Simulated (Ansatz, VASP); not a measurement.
MgF2: VASP beside Ansatz

```
CELL_PARAMETERS angstrom
4.63829 0.00000 0.00000
0.00000 4.63829 0.00000
0.00000 0.00000 3.06256
ATOMIC_POSITIONS crystal
Mg 0.00000 0.00000 0.00000
Mg 0.50000 0.50000 0.50000
F 0.30339 0.30339 0.00000
F 0.19661 0.80339 0.50000
F 0.69661 0.69661 0.00000
F 0.80339 0.19661 0.50000
```

Alike in both runs: functional PBEsol; k mesh 6 × 6 × 8; occupations gaussian, width 0.02 eV; no spin polarisation.

Ansatz relaxed the structure, and its values are those at the end. VASP's run is a single point on that final structure, the one shown.

|  | VASP | Ansatz |
| --- | --- | --- |
| version | VASP 6.6.1 | Ansatz 0.2.0 |
| potentials or method | VASP PAW PBE potentials, release 64 (Mg, F), cutoff 600 eV | scalar-relativistic, plane waves, PAW |
| valence electrons in the cell | 32 | 48 |

Ansatz gave:

```
gap on the k mesh at the Fermi level (eV) : 6.89
least direct gap on the mesh (eV)         : 6.89
pressure (GPa)                            : 0.0
```

Q: What did VASP give for the same quantities?

A: gap on the k mesh at the Fermi level (eV): 6.86; least direct gap on the mesh (eV): 6.86; pressure (GPa): -0.9.

VASP's potentials were made for PBE, not for PBEsol. VASP's potentials hold 32 valence electrons a cell and Ansatz's 48, so a difference there can come from the potentials and not from the codes.
